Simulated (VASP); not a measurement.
# Ti (P6/mmm) in VASP: a series of runs, part 2 of 2

VASP 6.6.1. Earlier steps stand in the parts before.

**3. Relaxation of cell and atoms, PBE, target pressure 22 GPa, at which the enthalpy is minimised**

This run uses another cell than the first one, of 15.79 Å³/atom.

INCAR

```
SYSTEM = Ti
  PREC = Accurate
  ENCUT = 600
  EDIFF = 1E-7
  ISMEAR = -1
  SIGMA = 0.15
  LREAL = .False.
  LASPH = .True.
  NELM = 60
  ALGO = Fast
  ISIF = 3
  LWAVE = .False.
  LCHARG = .False.
  GGA = PE
  IBRION = 2
  NSW = 80
  EDIFFG = -0.001
  PSTRESS = 220.0
```

KPOINTS

```
Automatic mesh
0
Gamma
  12 12 14
  0 0 0
```

POSCAR

```
Ti
1.0
    4.4548477787      0.0000000000      0.0000000000
   -2.2274238893      3.8580113464      0.0000000000
    0.0000000000      0.0000000000      2.7558768819
Ti
3
Direct
    0.0000000000      0.0000000000      0.0000000000
    0.3333333333      0.6666666667      0.5000000000
    0.6666666667      0.3333333333      0.5000000000
```

Potentials or basis: VASP PAW PBE potentials, release 64 (Ti_sv).

Started as:

```console
cat potpaw_PBE.64/Ti_sv/POTCAR > POTCAR
mpirun -np 1 vasp_std > vasp.out
```

OUTCAR:

```text
SYSTEM = Ti
   PREC = Accurate
   ENCUT = 600
   EDIFF = 1E-7
   ISMEAR = -1
   LREAL = .False.
   LASPH = .True.
   NELM = 60
   ISIF = 3
   GGA = PE
   IBRION = 2
   NSW = 80
   EDIFFG = -0.001
   PSTRESS = 220.0

 ion  position               nearest neighbor table
   1  0.000  0.000  0.000-   2 2.92   3 2.92   2 2.92   3 2.92   3 2.92   3 2.92   2 2.92   2 2.92
                             3 2.92   3 2.92   2 2.92   2 2.92
   2  0.333  0.667  0.500-   3 2.57   3 2.57   3 2.57   1 2.92   1 2.92   1 2.92   1 2.92   1 2.92
                             1 2.92
   3  0.667  0.333  0.500-   2 2.57   2 2.57   2 2.57   1 2.92   1 2.92   1 2.92   1 2.92   1 2.92
                             1 2.92

  LATTYP: Found a hexagonal cell.
 ALAT       =     4.4548477787
 C/A-ratio  =     0.6186242536

  Lattice vectors:

 A1 = (   4.4548477787,   0.0000000000,   0.0000000000)
[... 275 lines left out ...]
      6     -22.9242      2.00000
[... 625 lines left out ...]
  energy  without entropy=      -22.9979035345  energy(sigma->0) =      -23.10883458

  enthalpy is  TOTEN    =       -17.1235687713 eV   P V=        6.0961968502

[... ionic steps 4 to 19 ...]

--------------------------------------- Ionic step       20  -------------------------------------------

 number of electron      35.9999997 magnetization

------------------------ aborting loop because EDIFF is reached ----------------------------------------
[... 73 lines left out ...]
--------------------------------------- Ionic step       22  -------------------------------------------

 number of electron      35.9999997 magnetization

 Free energy of the ion-electron system (eV)
  ---------------------------------------------------
  ext. energy  EPLUGINS =         0.00000000
  ---------------------------------------------------
  free energy    TOTEN  =       -23.19062382 eV

  energy without entropy =      -22.97107702  energy(sigma->0) =      -23.08085042

 E-fermi :  10.0485     XC(G=0): -12.2973

 val. band max:       10.0448895219   @ k =   0.5000  -0.0000   0.2143
 cond. band min:      10.0513701037   @ k =   0.4167   0.1667   0.3571
 fundamental gap:      0.0064805818
 Fermi energy:        10.0484583879

 k-point     1 :       0.0000    0.0000    0.0000
  band No.  band energies     occupation
      1     -46.5063      2.00000
      2     -46.2615      2.00000
      3     -46.0241      2.00000
      4     -22.9173      2.00000
      5     -22.9173      2.00000
      6     -22.8603      2.00000
[... 625 lines left out ...]
  energy  without entropy=      -22.9710770220  energy(sigma->0) =      -23.08085042

  enthalpy is  TOTEN    =       -17.1247080623 eV   P V=        6.0659157548

 reached required accuracy - stopping structural energy minimisation
```

OSZICAR:

```text
N       E                     dE             d eps       ncg     rms          rms(c)
DAV:   1     0.449727357415E+03    0.44973E+03   -0.20720E+04  6704   0.227E+03
DAV:   2     0.265857570132E+02   -0.42314E+03   -0.41881E+03  6718   0.605E+02
DAV:   3    -0.216516465421E+02   -0.48237E+02   -0.47273E+02 12740   0.170E+02
[... 385 lines left out ...]
       N       E                     dE             d eps       ncg     rms          rms(c)
DAV:   1    -0.231906243337E+02   -0.20953E-03   -0.17339E-05 10240   0.506E-02    0.713E-03
RMM:   2    -0.231906239550E+02    0.37868E-06   -0.22197E-06  7421   0.163E-02    0.286E-03
RMM:   3    -0.231906239929E+02   -0.37830E-07   -0.10652E-06  6906   0.910E-03    0.265E-03
RMM:   4    -0.231906238720E+02    0.12084E-06   -0.37397E-07  6215   0.572E-03    0.672E-04
RMM:   5    -0.231906238171E+02    0.54963E-07   -0.12783E-07  3967   0.316E-03
  22 F= -.17124708E+02 E0= -.17014935E+02  d E =-.563477E-07
```

It took 57 min on 1 thread of Intel Xeon 8259CL, shared host; peak memory 0.32 GiB.

What came out:

- Free energy: -23.1906 eV
- Relaxed volume: 14.73 Å³/atom
- Relaxed cell: a = 4.348 Å, b = 4.348 Å, c = 2.698 Å, α = 90.00°, β = 90.00°, γ = 120.00°
- Space group after relaxing (to 0.1 Å): P6/mmm (No. 191)
- Energy change on relaxing (the run minimises the enthalpy): +106.4 meV/atom
- Ionic steps: 22
- Pressure after relaxing: 22.0 GPa
- Band gap on the k mesh: zero (bands 18 and 19 overlap by 0.43 eV)

The path:
| step | energy change (eV) | largest force (eV/Å) | pressure (GPa) | volume (Å³) |
| --- | --- | --- | --- | --- |
| 1 | 0.0000 | 0.0000 | 10.51 | 47.36 |
| 2 | 1.1444 | 0.0000 | 41.09 | 40.02 |
| 3 | 0.2900 | 0.0000 | 21.27 | 44.40 |
| 4 | 0.3143 | 0.0000 | 21.81 | 44.21 |
| 5 | 0.3232 | 0.0000 | 22.13 | 44.15 |
| 6 | 0.3238 | 0.0000 | 22.14 | 44.14 |
| 7 | 0.3238 | 0.0000 | 22.14 | 44.14 |
| 8 | 0.3135 | 0.0000 | 21.84 | 44.22 |
| 9 | 0.3191 | 0.0000 | 21.96 | 44.18 |
| 10 | 0.3201 | 0.0000 | 22.01 | 44.17 |
| 11 | 0.3198 | 0.0000 | 22.03 | 44.17 |
| 12 | 0.3195 | 0.0000 | 22.01 | 44.17 |
| 13 | 0.3194 | 0.0000 | 22.03 | 44.17 |
| 14 | 0.3192 | 0.0000 | 22.02 | 44.18 |
| 15 | 0.3191 | 0.0000 | 22.01 | 44.18 |
| 16 | 0.3189 | 0.0000 | 22.00 | 44.18 |
| 17 | 0.3187 | 0.0000 | 22.00 | 44.18 |
| 18 | 0.3188 | 0.0000 | 21.99 | 44.18 |
| 19 | 0.3189 | 0.0000 | 21.99 | 44.18 |
| 20 | 0.3189 | 0.0000 | 21.99 | 44.18 |
| 21 | 0.3194 | 0.0000 | 22.01 | 44.17 |
| 22 | 0.3192 | 0.0000 | 22.01 | 44.18 |

Final structure:
```
Ti
1.0
     4.34831    0.00000    0.00000
    -2.17415    3.76575    0.00000
     0.00000    0.00000    2.69782
Ti
3
Direct
  0.00000 0.00000 0.00000
  0.33333 0.66667 0.50000
  0.66667 0.33333 0.50000
```

Levels at points of the mesh, in eV from the Fermi level:
| k point | band 15 | band 16 | band 17 | band 18 | band 19 | band 20 | band 21 | band 22 |
| --- | --- | --- | --- | --- | --- | --- | --- | --- |
| (0.00, 0.00, 0.00) | -0.67 | -0.67 | -0.60 | -0.60 | 0.04 | 0.83 | 1.52 | 1.52 |
| (0.50, 0.00, 0.00) | -2.99 | -0.55 | -0.51 | -0.43 | 0.05 | 0.68 | 1.16 | 1.72 |
| (0.00, 0.00, 0.50) | -2.14 | -1.95 | -1.95 | -1.63 | 1.22 | 1.22 | 1.54 | 1.54 |
| (0.50, 0.00, 0.50) | -2.07 | -1.45 | -0.74 | -0.67 | 0.37 | 0.99 | 1.33 | 1.45 |

Caveat: the cell is relaxed towards a set pressure, so the run minimises the enthalpy, not the energy.

**4. Relaxation of cell and atoms, PBE**

This run uses another cell than the first one: it holds 6 atoms, not 3.

INCAR

```
SYSTEM = Ti
ALGO = Fast
EDIFF = 1E-6
EDIFFG = -0.015
ENCUT = 600
GGA = PE
IBRION = 2
ISIF = 3
ISMEAR = 0
LASPH = .True.
LCHARG = .False.
LREAL = .False.
LWAVE = .False.
NELM = 80
NSW = 80
PREC = Accurate
SIGMA = 0.1
```

KPOINTS

```
k-points
0
Gamma
  12 12 6
  0 0 0
```

POSCAR

```
Ti
1.0
    2.2897681505     -3.9659947742      0.0000000000
   -4.5795363009      0.0000000000      0.0000000000
    0.0000000000      0.0000000000     -5.6643452919
Ti
6
Direct
    1.0000000000      0.0000000000      0.5000000000
    1.0000000000      0.0000000000      0.0000000000
    0.3333333333      0.6666666667      0.2500000000
    0.3333333333      0.6666666667      0.7500000000
    0.6666666667      0.3333333333      0.2500000000
    0.6666666667      0.3333333333      0.7500000000
```

Started as:

```console
cat potpaw_PBE.64/Ti_sv/POTCAR > POTCAR
mpirun -np 1 vasp_std > vasp.out
```

It took 27 min on 1 thread of Intel Xeon 6975P-C (Granite Rapids), shared host; peak memory 0.46 GiB.

It converged, with:

* Free energy: -47.0600 eV
* Relaxed volume: 17.09 Å³/atom
* Relaxed cell: a = 4.575 Å, b = 4.575 Å, c = 5.658 Å, α = 90.00°, β = 90.00°, γ = 120.00°
* Space group after relaxing (to 0.1 Å): P6/mmm (No. 191)
* Energy gained by relaxing: 0.1 meV/atom
* Ionic steps: 3
* Pressure after relaxing: 0.1 GPa
* Band gap on the k mesh: zero (bands 36 and 37 overlap by 0.33 eV)

The path:
```
step  energy change (eV)  largest force (eV/Å)  pressure (GPa)  volume (Å³)
   1              0.0000                0.0000           -0.31       102.88
   2             -0.0002                0.0000            0.18       102.39
   3             -0.0004                0.0000            0.13       102.56
```

Final structure:
```
CELL_PARAMETERS angstrom
2.28760 -3.96224 0.00000
-4.57520 0.00000 0.00000
0.00000 0.00000 -5.65770
ATOMIC_POSITIONS crystal
Ti 0.00000 0.00000 0.50000
Ti 0.00000 0.00000 0.00000
Ti 0.33333 0.66667 0.25000
Ti 0.33333 0.66667 0.75000
Ti 0.66667 0.33333 0.25000
Ti 0.66667 0.33333 0.75000
```

Levels at points of the mesh, in eV from the Fermi level:
```tsv
k point	band 32	band 33	band 34	band 35	band 36	band 37	band 38	band 39	band 40	band 41
(0.00, 0.00, 0.00)	-1.62	-0.71	-0.71	-0.61	-0.61	-0.03	0.68	1.06	1.06	1.25
(0.50, 0.00, 0.00)	-0.68	-0.63	-0.41	-0.39	-0.35	0.06	0.36	0.53	0.81	0.93
(0.00, 0.00, 0.50)	-1.15	-1.15	-1.15	-1.15	-1.15	1.17	1.17	1.18	1.19	1.52
(0.50, 0.00, 0.50)	-0.79	-0.67	-0.67	-0.33	-0.33	0.06	0.06	0.25	0.25	0.97
```

**5. The runs side by side**

| task | cell | k mesh | cutoff (eV) | smearing | gap on the mesh (eV) | pressure (GPa) |
| --- | --- | --- | --- | --- | --- | --- |
| single point | a = 4.590, b = 4.590, c = 2.830 Å, angles 90.0, 90.0, 120.0°, 3 atoms, atomic positions A | 12 × 12 × 14 | 520 | fermi-dirac 0.15 eV | none | -0.3 |
| relaxation of cell and atoms | relaxed to 22 GPa from a = 4.455, b = 4.455, c = 2.756 Å, angles 90.0, 90.0, 120.0°, 3 atoms, atomic positions A | 12 × 12 × 14 | 600 | fermi-dirac 0.15 eV | none | 22.0 |
| relaxation of cell and atoms | relaxed from a = 4.580, b = 4.580, c = 5.664 Å, angles 90.0, 90.0, 120.0°, 6 atoms, atomic positions B | 12 × 12 × 6 | 600 | gaussian 0.1 eV | none | 0.1 |

Alike in all rows: level PBE; potentials or basis VASP PAW PBE potentials, release 64 (Ti_sv); no spin polarisation.

Caveats: the cell is relaxed towards a set pressure, so the run minimises the enthalpy, not the energy (at least some runs).

Absolute energies hang on the potentials; compare differences alone.
